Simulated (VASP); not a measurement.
**Al2InAs3: single point with PBE**

Crystal: Al2InAs3.

```
Al In As
1.0
     3.92589    0.00000    0.00000
    -1.96295    3.39992    0.00000
     0.00000    0.00000    9.61643
Al In As
2 1 3
Direct
  0.33333 0.66667 0.66667
  0.66667 0.33333 0.33333
  0.00000 0.00000 0.00000
  0.00000 0.00000 0.75000
  0.33333 0.66667 0.41667
  0.66667 0.33333 0.08333
```

```
Program             : VASP 6.6.1
Task                : single point
Functional          : PBE
Potentials or basis : VASP PAW PBE potentials, release 64 (Al, In_d, As)
Cutoff              : 520 eV
k mesh              : 6 × 6 × 2
Occupations         : gaussian, width 0.1 eV
Spin                : no spin polarisation
```

* Pressure: 16.5 GPa
* Largest force: 2.037 eV/Å
* Band gap on the k mesh: 1.08 eV (least direct gap 1.89 eV)

Forces in eV/Å, atoms in the order of the input:
```
Al   0.000  0.000 -0.124
Al   0.000  0.000 -0.045
In   0.000  0.000  0.145
As   0.000  0.000 -2.001
As   0.000  0.000 -0.011
As   0.000  0.000  2.037
```

Stress tensor (GPa, compression positive):
```
16.62  0.00  0.00
 0.00 16.62  0.00
 0.00  0.00 16.23
```

Levels at points of the mesh, in eV from the valence-band top:
| k point | band 13 | band 14 | band 15 | band 16 | band 17 | band 18 | band 19 | band 20 | band 21 | band 22 |
| --- | --- | --- | --- | --- | --- | --- | --- | --- | --- | --- |
| (0.00, 0.00, 0.00) | -0.90 | -0.90 | -0.12 | 0.00 | 0.00 | 1.89 | 2.20 | 2.24 | 4.07 | 4.07 |
| (0.50, 0.00, 0.00) | -2.77 | -2.66 | -2.51 | -1.75 | -1.62 | 1.08 | 2.02 | 2.63 | 3.01 | 4.58 |
| (0.00, 0.00, 0.50) | -1.23 | -0.69 | -0.69 | -0.16 | -0.16 | 1.98 | 2.56 | 2.74 | 4.36 | 4.36 |
| (0.50, 0.00, 0.50) | -3.37 | -2.55 | -2.37 | -1.17 | -1.17 | 1.61 | 1.91 | 2.07 | 3.39 | 3.72 |

It took 25 s on 1 thread of Intel(R) Xeon(R) 6975P-C (Granite Rapids), with other jobs on the host, peak memory 0.26 GiB.

Caveat: the cell stands under pressure; spin-orbit coupling is left out, which moves the levels of the heavy elements; forces of over 1 eV/Å act on the atoms, so gaps and moduli don't describe the material at rest. A k mesh can miss the band edges.
